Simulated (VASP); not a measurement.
# AlN (F-43m) in VASP: further runs

AlN is run at these levels: r2SCAN, PBE; tasks: single point.

Everything below comes from runs of VASP 6.6.1. Logs are shortened: lines on timing, memory, paths and dates and some standing lists are left out, and cuts for length are marked.

### Step 1. The cell of the first run

Symmetry: F-43m, No. 216, cubic system. The conventional cell has a = 4.403 Å, b = 4.403 Å, c = 4.403 Å, α = 90.00°, β = 90.00°, γ = 90.00°. Al (site symmetry -43m) has 4 N at 1.91 Å within 2.5 Å. N (site symmetry -43m) has 4 Al at 1.91 Å within 2.5 Å.

### Step 2. Single point, r2SCAN

POSCAR

```
AlN
1.0
    0.0000000000      2.2015871026      2.2015871026
    2.2015871026      0.0000000000      2.2015871026
    2.2015871026      2.2015871026      0.0000000000
Al N
1 1
Direct
    0.0000000000      0.0000000000      0.0000000000
    0.7500000000      0.7500000000      0.7500000000
```

INCAR.step1

```
SYSTEM = AlN
ALGO = Normal
EDIFF = 1E-4
ENCUT = 520
GGA = PE
ISMEAR = 0
ISYM = 0
LASPH = .True.
LCHARG = .False.
LREAL = .False.
LWAVE = .True.
NBANDS = 11
NELM = 80
PREC = Accurate
SIGMA = 0.02
```

INCAR.step2

```
SYSTEM = AlN
ALGO = Normal
EDIFF = 1E-6
ENCUT = 520
ISIF = 2
ISMEAR = 0
ISTART = 1
ISYM = 0
LASPH = .True.
LCHARG = .True.
LELF = .True.
LMIXTAU = .True.
LREAL = .False.
LVHAR = .True.
LWAVE = .False.
METAGGA = R2SCAN
NBANDS = 11
NELM = 80
PREC = Accurate
SIGMA = 0.02
```

KPOINTS

```
k-points
0
Gamma
  10 10 10
  0 0 0
```

Potentials or basis: VASP PAW PBE potentials, release 64 (Al, N).

Started as:

```console
cat potpaw_PBE.64/Al/POTCAR potpaw_PBE.64/N/POTCAR > POTCAR
cp INCAR.step1 INCAR
mpirun -np 1 vasp_std > vasp.out
cp INCAR.step2 INCAR
mpirun -np 1 vasp_std > vasp.out
```

OUTCAR:

```text
SYSTEM = AlN
   EDIFF = 1E-6
   ENCUT = 520
   ISIF = 2
   ISMEAR = 0
   ISTART = 1
   ISYM = 0
   LASPH = .True.
   LREAL = .False.
   METAGGA = R2SCAN
   NELM = 80
   PREC = Accurate

 ion  position               nearest neighbor table
   1  0.000  0.000  0.000-   2 1.91   2 1.91   2 1.91   2 1.91
   2  0.750  0.750  0.750-   1 1.91   1 1.91   1 1.91   1 1.91

IMPORTANT INFORMATION: All symmetrisations will be switched off!
NOSYMM: (Re-)initialisation of all symmetry stuff for point group C_1.

----------------------------------------------------------------------------------------

                                     Primitive cell

  volume of cell :      21.3421

  direct lattice vectors                    reciprocal lattice vectors
     0.000000000  2.201587103  2.201587103    -0.227108889  0.227108889  0.227108889
     2.201587103  0.000000000  2.201587103     0.227108889 -0.227108889  0.227108889
     2.201587103  2.201587103  0.000000000     0.227108889  0.227108889 -0.227108889

  length of vectors
     3.113514339  3.113514339  3.113514339     0.393364134  0.393364134  0.393364134

  position of ions in fractional coordinates (direct lattice)
     0.000000000  0.000000000  0.000000000
     0.750000000  0.750000000  0.750000000

  ion indices of the primitive-cell ions
   primitive index   ion index
                 1           1
                 2           2

----------------------------------------------------------------------------------------

 KPOINTS: k-points

Automatic generation of k-mesh.
 Grid dimensions read from file:
 generate k-points for:   10   10   10

 Generating k-lattice:

  Cartesian coordinates                     Fractional coordinates (reciprocal lattice)
    -0.022710889  0.022710889  0.022710889     0.100000000  0.000000000  0.000000000
     0.022710889 -0.022710889  0.022710889     0.000000000  0.100000000  0.000000000
     0.022710889  0.022710889 -0.022710889     0.000000000  0.000000000  0.100000000

  Length of vectors
     0.039336413  0.039336413  0.039336413

  Shift w.r.t. Gamma in fractional coordinates (k-lattice)
     0.000000000  0.000000000  0.000000000

 Subroutine IBZKPT returns following result:
 ===========================================

 Found    504 irreducible k-points:

 Following reciprocal coordinates:
            Coordinates               Weight
  0.000000  0.000000  0.000000      1.000000
  0.100000  0.000000  0.000000      2.000000
  0.000000  0.100000  0.000000      2.000000
  0.000000  0.000000  0.100000      2.000000
  0.100000  0.100000  0.100000      2.000000
  0.200000  0.000000  0.000000      2.000000
[... 16 lines left out ...]
  0.000000  0.100000  0.100000      2.000000
  0.100000  0.000000  0.100000      2.000000
 [... further k-points ...]
   k-points           NKPTS =    504   k-points in BZ     NKDIM =    504   number of bands    NBANDS=     11
   number of dos      NEDOS =    301   number of ions     NIONS =      2
   total plane-waves  NPLWV =  13824
   dimension x,y,z NGX =    24 NGY =   24 NGZ =   24
   dimension x,y,z NGXF=    48 NGYF=   48 NGZF=   48
   ions per type =               1   1
   NGX,Y,Z   is equivalent  to a cutoff of  12.81, 12.81, 12.81 a.u.
   NGXF,Y,Z  is equivalent  to a cutoff of  25.63, 25.63, 25.63 a.u.
 SYSTEM =  AlN
   PREC   = accura    normal or accurate (medium, high low for compatibility)
   ISTART =      1    job   : 0-new  1-cont  2-samecut
   ICHARG =      0    charge: 1-file 2-atom 10-const
   ISPIN  =      1    spin polarized calculation?
   LNONCOLLINEAR =      F non collinear calculations
   LSORBIT =      F    spin-orbit coupling
   LASPH  =      T    aspherical Exc in radial PAW
   ENCUT  =  520.0 eV  38.22 Ry    6.18 a.u.   5.79  5.79  5.79*2*pi/ulx,y,z
   NELM   =     80;   NELMIN=  2; NELMDL=  0     # of ELM steps
   EDIFF  = 0.1E-05   stopping-criterion for ELM
   LREAL  =      F    real-space projection
   EDIFFG = 0.1E-04   stopping-criterion for IOM
   NSW    =      0    number of steps for IOM
   IBRION =     -1    ionic relax: 0-MD 1-quasi-New 2-CG
   NFREE  =      0    steps in history (QN), initial steepest desc. (CG)
   ISIF   =      2    stress and relaxation
   ISYM   =      0    0-nonsym 1-usesym 2-fastsym
   POTIM  = 0.5000    time-step for ionic-motion
   TEBEG  =    0.0;   TEEND  =   0.0 temperature during run
   PSTRESS=    0.0 pullay stress
   NELECT =       8.0000    total number of electrons
   NUPDOWN=      -1.0000    fix difference up-down
   EMIN   =  10.00;   EMAX   =-10.00  energy-range for DOS
   EFERMI =   0.00;   METHOD = LEGACY
   ISMEAR =     0;   SIGMA  =   0.02  broadening in eV -4-tet -1-fermi 0-gaus
   EFERMI_NEDOS =   21; number of points for ismear=-14 and -15
   IALGO  =     38    algorithm
   IMIX   =      4    mixing-type and parameters
     AMIX     =   0.40;   BMIX     =  1.00
     AMIX_MAG =   1.60;   BMIX_MAG =  1.00
  volume/ion in A,a.u.               =      10.67        72.01
  Fermi-wavevector in a.u.,A,eV,Ry     =   1.180390  2.230614 18.957286  1.393321
  Thomas-Fermi vector in A             =   2.316684
   LORBIT       =      0    0 simple, 1 ext, 2 COOP (PROOUT), +10 PAW based schemes
   METAGGA = R2SCAN    functional components
   LHFCALC =     F    Hartree Fock is set to
   AEXX    =    0.0000 exact exchange contribution
   IVDW    =     0    specifies the selected vdW correction
   LEPSILON=     F    determine dielectric tensor
   LRPA    =     F    only Hartree local field effects (RPA)
 non-spin polarized calculation
 Gauss-broadening in eV      SIGMA  =   0.02
  energy-cutoff  :      520.00
  volume of cell :       21.34
 maximum number of plane-waves:       589
   NGX = 11   NGY = 11   NGZ = 11

 number of electron       8.0000001 magnetization

 Free energy of the ion-electron system (eV)
  ---------------------------------------------------
  ext. energy  EPLUGINS =         0.00000000
  ---------------------------------------------------
  free energy    TOTEN  =       -19.17200460 eV

  energy without entropy =      -19.17200460  energy(sigma->0) =      -19.17200460

 E-fermi :   5.6020     XC(G=0): -11.3098

 val. band max:        5.4708296558   @ k =   0.0000   0.0000   0.0000
 cond. band min:       9.3866802490   @ k =   0.5000   0.5000   0.0000
 fundamental gap:      3.9158505932
 Fermi energy:         5.6020203415

 k-point     1 :       0.0000    0.0000    0.0000
  band No.  band energies     occupation
      1     -10.1324      2.00000
      2       5.4708      2.00000
      3       5.4708      2.00000
      4       5.4708      2.00000
      5      10.1401      0.00000
      6      18.7464      0.00000
      7      18.7464      0.00000
      8      18.7464      0.00000
      9      23.8064      0.00000
     10      23.8064      0.00000
     11      25.4657      0.00000

 k-point     2 :       0.1000    0.0000    0.0000
  band No.  band energies     occupation
      1      -9.9900      2.00000
      2       4.6718      2.00000
      3       5.4190      2.00000
      4       5.4190      2.00000
      5      10.8041      0.00000
      6      18.3685      0.00000
      7      18.8840      0.00000
      8      18.8840      0.00000
      9      22.5966      0.00000
     10      22.5966      0.00000
     11      24.6719      0.00000

 k-point     3 :       0.0000    0.1000    0.0000
  band No.  band energies     occupation
      1      -9.9900      2.00000
      2       4.6718      2.00000
      3       5.4190      2.00000
      4       5.4190      2.00000
      5      10.8041      0.00000
      6      18.3685      0.00000
      7      18.8840      0.00000
      8      18.8840      0.00000
      9      22.5966      0.00000
     10      22.5966      0.00000
     11      24.6719      0.00000

 k-point     4 :       0.0000    0.0000    0.1000
  band No.  band energies     occupation
      1      -9.9900      2.00000
      2       4.6718      2.00000
      3       5.4190      2.00000
      4       5.4190      2.00000
      5      10.8041      0.00000
      6      18.3685      0.00000
      7      18.8840      0.00000
      8      18.8840      0.00000
      9      22.5966      0.00000
     10      22.5966      0.00000
     11      24.6719      0.00000

 k-point     5 :       0.1000    0.1000    0.1000
  band No.  band energies     occupation
      1      -9.9900      2.00000
      2       4.6718      2.00000
      3       5.4190      2.00000
      4       5.4190      2.00000
      5      10.8041      0.00000
      6      18.3685      0.00000
      7      18.8840      0.00000
      8      18.8840      0.00000
      9      22.5966      0.00000
     10      22.5966      0.00000
     11      24.6719      0.00000
[... 211 lines left out ...]
 k-point    21 :       0.5000    0.5000    0.5000
  band No.  band energies     occupation
      1      -8.1894      2.00000
      2      -0.3239      2.00000
      3       4.9873      2.00000
      4       4.9873      2.00000
      5      13.4537      0.00000
      6      16.1201      0.00000
      7      17.2594      0.00000
      8      17.2594      0.00000
      9      24.4589      0.00000
     10      26.5731      0.00000
     11      26.5731      0.00000

 k-point    22 :       0.1000    0.1000    0.0000
  band No.  band energies     occupation
      1      -9.9426      2.00000
      2       4.6907      2.00000
      3       5.2654      2.00000
      4       5.2654      2.00000
      5      11.0037      0.00000
      6      18.1264      0.00000
      7      19.0432      0.00000
      8      19.0432      0.00000
      9      20.8383      0.00000
     10      24.1195      0.00000
     11      26.0891      0.00000

 k-point    23 :       0.0000    0.1000    0.1000
  band No.  band energies     occupation
      1      -9.9426      2.00000
      2       4.6907      2.00000
      3       5.2654      2.00000
      4       5.2654      2.00000
      5      11.0037      0.00000
      6      18.1264      0.00000
      7      19.0432      0.00000
      8      19.0432      0.00000
      9      20.8383      0.00000
     10      24.1195      0.00000
     11      26.0891      0.00000

 k-point    24 :       0.1000    0.0000    0.1000
  band No.  band energies     occupation
      1      -9.9426      2.00000
      2       4.6907      2.00000
      3       5.2654      2.00000
      4       5.2654      2.00000
      5      11.0037      0.00000
      6      18.1264      0.00000
      7      19.0432      0.00000
      8      19.0432      0.00000
      9      20.8383      0.00000
     10      24.1195      0.00000
     11      26.0891      0.00000

 [... further k-points ...]
[... 5 lines left out ...]
  --------------------------------------------------------------------------------------
  -------------------------------------------------------------------------------------
  Total       -0.6656312     -0.6656307     -0.6656312     -0.0000069     -0.0000068     -0.0000069
  in kB      -49.9696898    -49.9696516    -49.9696897     -0.0005184     -0.0005140     -0.0005196
  external PRESSURE =     -49.9696770 kB  Pullay stress =       0.0000000 kB

 VOLUME and BASIS-vectors are now :
 -----------------------------------------------------------------------------
  energy-cutoff  :      520.00
  volume of cell :       21.34
      direct lattice vectors                 reciprocal lattice vectors
     0.000000000  2.201587103  2.201587103    -0.227108889  0.227108889  0.227108889
     2.201587103  0.000000000  2.201587103     0.227108889 -0.227108889  0.227108889
     2.201587103  2.201587103  0.000000000     0.227108889  0.227108889 -0.227108889

 POSITION                                       TOTAL-FORCE (eV/Angst)
 -----------------------------------------------------------------------------------
      0.00000      0.00000      0.00000        -0.000001     -0.000001     -0.000001
      3.30238      3.30238      3.30238         0.000001      0.000001      0.000001
 -----------------------------------------------------------------------------------
    total drift:                               -0.000003     -0.000003     -0.000003

  FREE ENERGIE OF THE ION-ELECTRON SYSTEM (eV)
  ---------------------------------------------------
  free  energy   TOTEN  =       -19.1720045970 eV

  energy  without entropy=      -19.1720045970  energy(sigma->0) =      -19.17200460
```

It took 2.8 min on 1 thread of Intel Xeon Platinum 8488C (Sapphire Rapids), shared host; peak memory 0.22 GiB.

What came out:

| Item | Value |
| --- | --- |
| Free energy | -19.1720 eV |
| Pressure | -5.0 GPa |
| Band gap on the k mesh | 3.92 eV, indirect (least direct gap 4.67 eV) |

Caveat: the PAW data sets were made with another functional, which shifts forces and pressure a little.

### Step 3. Single point, PBE

INCAR

```
SYSTEM = AlN
  PREC = Accurate
  ENCUT = 520
  EDIFF = 1E-6
  ISMEAR = 0
  SIGMA = 0.02
  LREAL = .FALSE.
  LASPH = .TRUE.
  NELM = 100
  ALGO = Normal
  ISIF = 2
  LWAVE = .FALSE.
  LCHARG = .FALSE.
  GGA = PE
  NBANDS = 11
```

KPOINTS

```
Automatic mesh
0
G
  10 10 10
  0 0 0
```

POSCAR

```
AlN
1.0
    0.0000000000      2.2015871054      2.2015871054
    2.2015871054      0.0000000000      2.2015871054
    2.2015871054      2.2015871054      0.0000000000
Al N
1 1
Direct
    0.0000000000      0.0000000000      0.0000000000
    0.7500000000      0.7500000000      0.7500000000
```

Potentials or basis: VASP PAW PBE potentials, release 64 (Al, N).

Started as:

```console
cat potpaw_PBE.64/Al/POTCAR potpaw_PBE.64/N/POTCAR > POTCAR
mpirun -np 1 vasp_std > vasp.out
```

Wall time 6.5 s (1 thread of Intel Xeon 6975P-C (Granite Rapids), shared host); peak memory 0.13 GiB.

It converged, with:

* Free energy: -14.8474 eV
* Pressure: -0.3 GPa
* Band gap on the k mesh: 3.30 eV, indirect (least direct gap 3.98 eV)

Levels at points of the mesh, in eV from the valence-band top:
```
           k point  band 1  band 2  band 3  band 4  band 5  band 6  band 7  band 8
(0.00, 0.00, 0.00)  -14.84    0.00    0.00    0.00    3.98   12.32   12.32   12.32
(0.50, 0.00, 0.00)  -12.87   -5.75   -0.48   -0.48    7.16    9.70   11.00   11.00
(0.50, 0.50, 0.00)  -12.25   -4.83   -1.75   -1.75    3.30    8.47   13.64   15.44
```

(Part 1 of 2 ends here.)
